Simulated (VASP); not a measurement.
# CdS (I-4m2) in VASP: further runs

CdS is run at these levels: PBE, r2SCAN; tasks: single point.

Everything below comes from runs of VASP 6.6.1. Logs are shortened: lines on timing, memory, paths and dates and some standing lists are left out, and cuts for length are marked.

**1. The cell of the first run**

The structure is tetragonal, space group I-4m2 (No. 119). The conventional cell has a = 4.296 Å, b = 4.296 Å, c = 5.565 Å, α = 90.00°, β = 90.00°, γ = 90.00°. Within 3.4 Å of Cd (site symmetry -4m2) lie 4 S at 2.56 Å. S (site symmetry -4m2) has 4 Cd at 2.56 Å within 3.4 Å.

**2. Single point, PBE (epitaxial xy strain +3.4%)**

Contents of INCAR:

```
ALGO = Normal ; EDIFF = 1E-7
ENCUT = 520 ; GGA = PE
ISIF = 2 ; ISMEAR = -1
LASPH = T ; LCHARG = T
LELF = T ; LREAL = F
LVHAR = T ; LWAVE = F
NBANDS = 16 ; NELM = 100
PREC = Accurate ; SIGMA = 0.02
```

Contents of KPOINTS:

```
k-points
0
Gamma
  8 8 8
```

Contents of POSCAR:

```
CdS
1.0
    0.0000000000      3.0376785371      2.7822571866
    3.0376785371      0.0000000000      2.7822571866
    3.0376785371      3.0376785371      0.0000000000
Cd S
1 1
Direct
    0.0000000000      0.0000000000      0.0000000000
    0.2500000000      0.2500000000      0.2500000000
```

Potentials or basis: VASP PAW PBE potentials, release 64 (Cd, S).

Command:

```console
$ cat potpaw_PBE.64/Cd/POTCAR potpaw_PBE.64/S/POTCAR > POTCAR
$ mpirun -np 1 vasp_std > vasp.out
```

OUTCAR:

```text
EDIFF = 1E-7
   ENCUT = 520
   GGA = PE
   ISIF = 2
   ISMEAR = -1
   LASPH = T
   LREAL = F
   NELM = 100
   PREC = Accurate

 ion  position               nearest neighbor table
   1  0.000  0.000  0.000-   2 2.56   2 2.56   2 2.56   2 2.56
   2  0.250  0.250  0.250-   1 2.56   1 2.56   1 2.56   1 2.56

  LATTYP: Found a body centered tetragonal cell.
 ALAT       =     4.2959261853
 C/A-ratio  =     1.2953002759

  Lattice vectors:

 A1 = (   0.0000000000,  -3.0376785371,  -2.7822571866)
 A2 = (   0.0000000000,   3.0376785371,  -2.7822571866)
 A3 = (   3.0376785371,   0.0000000000,   2.7822571866)

Analysis of symmetry for initial positions (statically):
=====================================================================
 Subroutine PRICEL returns:
 Original cell was already a primitive cell.

 Routine SETGRP: Setting up the symmetry group for a
 body centered tetragonal supercell.

 Subroutine GETGRP returns: Found  8 space group operations
 (whereof  8 operations were pure point group operations)
 out of a pool of 16 trial point group operations.

The static configuration has the point symmetry D_2d.

Analysis of symmetry for dynamics (positions and initial velocities):
=====================================================================
 Subroutine PRICEL returns:
 Original cell was already a primitive cell.

 Routine SETGRP: Setting up the symmetry group for a
 body centered tetragonal supercell.

 Subroutine GETGRP returns: Found  8 space group operations
 (whereof  8 operations were pure point group operations)
 out of a pool of 16 trial point group operations.

The dynamic configuration has the point symmetry D_2d.

 Subroutine INISYM returns: Found  8 space group operations
 (whereof  8 operations are pure point group operations),
 and found     1 'primitive' translations

----------------------------------------------------------------------------------------

                                     Primitive cell

  volume of cell :      51.3465

  direct lattice vectors                    reciprocal lattice vectors
[... 79 lines left out ...]
   ISTART =      0    job   : 0-new  1-cont  2-samecut
   ICHARG =      2    charge: 1-file 2-atom 10-const
   ISPIN  =      1    spin polarized calculation?
   LNONCOLLINEAR =      F non collinear calculations
   LSORBIT =      F    spin-orbit coupling
   LASPH  =      T    aspherical Exc in radial PAW
   ENCUT  =  520.0 eV  38.22 Ry    6.18 a.u.   7.66  7.66  7.99*2*pi/ulx,y,z
   NELM   =    100;   NELMIN=  2; NELMDL= -5     # of ELM steps
   EDIFF  = 0.1E-06   stopping-criterion for ELM
   LREAL  =      F    real-space projection
   EDIFFG = 0.1E-05   stopping-criterion for IOM
   NSW    =      0    number of steps for IOM
   IBRION =     -1    ionic relax: 0-MD 1-quasi-New 2-CG
   NFREE  =      0    steps in history (QN), initial steepest desc. (CG)
   ISIF   =      2    stress and relaxation
   ISYM   =      2    0-nonsym 1-usesym 2-fastsym
   POTIM  = 0.5000    time-step for ionic-motion
   TEBEG  =    0.0;   TEEND  =   0.0 temperature during run
   PSTRESS=    0.0 pullay stress
   NELECT =      18.0000    total number of electrons
   NUPDOWN=      -1.0000    fix difference up-down
   EMIN   =  10.00;   EMAX   =-10.00  energy-range for DOS
   EFERMI =   0.00;   METHOD = LEGACY
   ISMEAR =    -1;   SIGMA  =   0.02  broadening in eV -4-tet -1-fermi 0-gaus
   EFERMI_NEDOS =   21; number of points for ismear=-14 and -15
   IALGO  =     38    algorithm
   IMIX   =      4    mixing-type and parameters
     AMIX     =   0.40;   BMIX     =  1.00
     AMIX_MAG =   1.60;   BMIX_MAG =  1.00
  volume/ion in A,a.u.               =      25.67       173.25
  Fermi-wavevector in a.u.,A,eV,Ry     =   1.154327  2.181361 18.129353  1.332470
  Thomas-Fermi vector in A             =   2.290964
   LORBIT       =      0    0 simple, 1 ext, 2 COOP (PROOUT), +10 PAW based schemes
   GGA     = PE    functional components
   LHFCALC =     F    Hartree Fock is set to
   AEXX    =    0.0000 exact exchange contribution
   IVDW    =     0    specifies the selected vdW correction
   LEPSILON=     F    determine dielectric tensor
   LRPA    =     F    only Hartree local field effects (RPA)
 non-spin polarized calculation
  energy-cutoff  :      520.00
  volume of cell :       51.35
 maximum number of plane-waves:      1402
   NGX = 15   NGY = 15   NGZ = 15

 number of electron      18.0000002 magnetization

 Free energy of the ion-electron system (eV)
  ---------------------------------------------------
  ext. energy  EPLUGINS =         0.00000000
  ---------------------------------------------------
  free energy    TOTEN  =        -6.13075057 eV

  energy without entropy =       -6.13075057  energy(sigma->0) =       -6.13075057

 E-fermi :   1.5261     XC(G=0):  -8.9979

 val. band max:        1.1566033800   @ k =   0.0000   0.0000   0.0000
 cond. band min:       2.0759533716   @ k =   0.0000   0.0000   0.0000
 fundamental gap:      0.9193499916
 Fermi energy:         1.5260685923

 k-point     1 :       0.0000    0.0000    0.0000
  band No.  band energies     occupation
      1     -11.1263      2.00000
      2      -6.5927      2.00000
      3      -6.5927      2.00000
      4      -6.5488      2.00000
      5      -6.1697      2.00000
      6      -6.1399      2.00000
[... 433 lines left out ...]
      3      -6.4345      2.00000
      4      -6.2021      2.00000
      5      -6.1434      2.00000
      6      -6.0686      2.00000
[... 8 lines left out ...]
     15      12.5991      0.00000
     16      13.4456      0.00000

 [... further k-points ...]

------------------------ aborting loop because EDIFF is reached ----------------------------------------

  FORCE on cell =-STRESS in cart. coord.  units (eV):
  Direction    XX          YY          ZZ          XY          YZ          ZX
  --------------------------------------------------------------------------------------
  -------------------------------------------------------------------------------------
  Total        0.1272445      0.1272445      0.5587040      0.0000000     -0.0000000      0.0000000
  in kB        3.9704419      3.9704419     17.4333757      0.0000000     -0.0000000      0.0000000
  external PRESSURE =       8.4580865 kB  Pullay stress =       0.0000000 kB

 VOLUME and BASIS-vectors are now :
 -----------------------------------------------------------------------------
  energy-cutoff  :      520.00
  volume of cell :       51.35
      direct lattice vectors                 reciprocal lattice vectors
     0.000000000  3.037678537  2.782257187    -0.164599379  0.164599379  0.179710202
     3.037678537  0.000000000  2.782257187     0.164599379 -0.164599379  0.179710202
     3.037678537  3.037678537  0.000000000     0.164599379  0.164599379 -0.179710202

 POSITION                                       TOTAL-FORCE (eV/Angst)
 -----------------------------------------------------------------------------------
      0.00000      0.00000      0.00000         0.000000      0.000000      0.000000
      1.51884      1.51884      1.39113        -0.000000     -0.000000     -0.000000
 -----------------------------------------------------------------------------------
    total drift:                               -0.000000     -0.000000     -0.000001

  FREE ENERGIE OF THE ION-ELECTRON SYSTEM (eV)
  ---------------------------------------------------
  free  energy   TOTEN  =        -6.1307505660 eV

  energy  without entropy=       -6.1307505660  energy(sigma->0) =       -6.13075057
```

Run time: 46 s. Hardware: 1 thread of Intel Xeon Platinum 8259CL at 2.50GHz (Skylake/Cascade Lake), shared host; peak memory 0.19 GiB.

What came out:

```yaml
Free_energy: -6.1308 eV
Pressure: 0.8 GPa
Band_gap_on_the_k_mesh: 0.92 eV, direct
```

Caveat: the cell differs from its parent crystal (epitaxial xy strain +3.4%).

**3. Single point, r2SCAN (epitaxial xy strain +3.4%)**

POSCAR is that of step 2.

Contents of INCAR.step1:

```
SYSTEM = CdS
PREC     = Accurate       ! precision mode
ENCUT    = 520            ! plane-wave cutoff, eV
ISMEAR   = 0              ! smearing method
SIGMA    = 0.01           ! smearing width, eV
LREAL    = .False.        ! projectors in reciprocal space
LASPH    = .True.         ! aspherical terms in the spheres
NELM     = 80             ! most SCF steps
NBANDS   = 16             ! bands
GGA      = PE             ! functional
ALGO     = Normal         ! electronic algorithm
EDIFF    = 1E-4           ! SCF threshold, eV
LWAVE    = .True.         ! write WAVECAR
LCHARG   = .False.        ! write CHGCAR
```

Contents of INCAR.step2:

```
SYSTEM = CdS
PREC     = Accurate       ! precision mode
ENCUT    = 520            ! plane-wave cutoff, eV
EDIFF    = 1E-7           ! SCF threshold, eV
ISMEAR   = 0              ! smearing method
SIGMA    = 0.01           ! smearing width, eV
LREAL    = .False.        ! projectors in reciprocal space
LASPH    = .True.         ! aspherical terms in the spheres
NELM     = 80             ! most SCF steps
ALGO     = Normal         ! electronic algorithm
ISIF     = 2              ! what is computed and relaxed
LWAVE    = .False.        ! write WAVECAR
LCHARG   = .True.         ! write CHGCAR
METAGGA  = R2SCAN         ! meta-GGA
LMIXTAU  = .True.       
LELF     = .True.         ! ELF
LVHAR    = .True.       
NBANDS   = 16             ! bands
ISTART   = 1
```

Contents of KPOINTS:

```
Automatic mesh
0
Gamma
  8 8 8
  0 0 0
```

Potentials or basis: VASP PAW PBE potentials, release 64 (Cd, S).

Command:

```console
$ cat potpaw_PBE.64/Cd/POTCAR potpaw_PBE.64/S/POTCAR > POTCAR
$ cp INCAR.step1 INCAR
$ mpirun -np 1 vasp_std > vasp.out
$ cp INCAR.step2 INCAR
$ mpirun -np 1 vasp_std > vasp.out
```

Run time: 2.8 min. Hardware: 1 thread of Intel Xeon Platinum 8259CL at 2.50GHz (Skylake/Cascade Lake), shared host; peak memory 0.2 GiB.

Results (log left out):

| Quantity | Value |
| --- | --- |
| Free energy | -29.6723 eV |
| Pressure | -0.6 GPa |
| Band gap on the k mesh | 1.36 eV, direct |

Stress tensor (GPa, compression positive):
```
-1.05  0.00  0.00
 0.00 -1.05  0.00
 0.00  0.00  0.31
```

Levels at points of the mesh, in eV from the valence-band top:
```tsv
k point	band 6	band 7	band 8	band 9	band 10	band 11	band 12	band 13
(0.00, 0.00, 0.00)	-7.51	-0.22	-0.22	0.00	1.36	6.99	6.99	6.99
(0.50, 0.00, 0.00)	-7.17	-4.36	-1.01	-0.69	3.22	7.02	7.59	7.89
(0.50, 0.50, 0.00)	-6.99	-3.60	-2.15	-2.15	3.59	4.05	10.10	11.04
(0.50, 0.00, 0.50)	-7.17	-4.11	-1.87	-1.72	3.88	4.85	9.17	10.67
```

Caveat: the cell differs from its parent crystal (epitaxial xy strain +3.4%); the PAW data sets were made with another functional, which shifts forces and pressure a little.
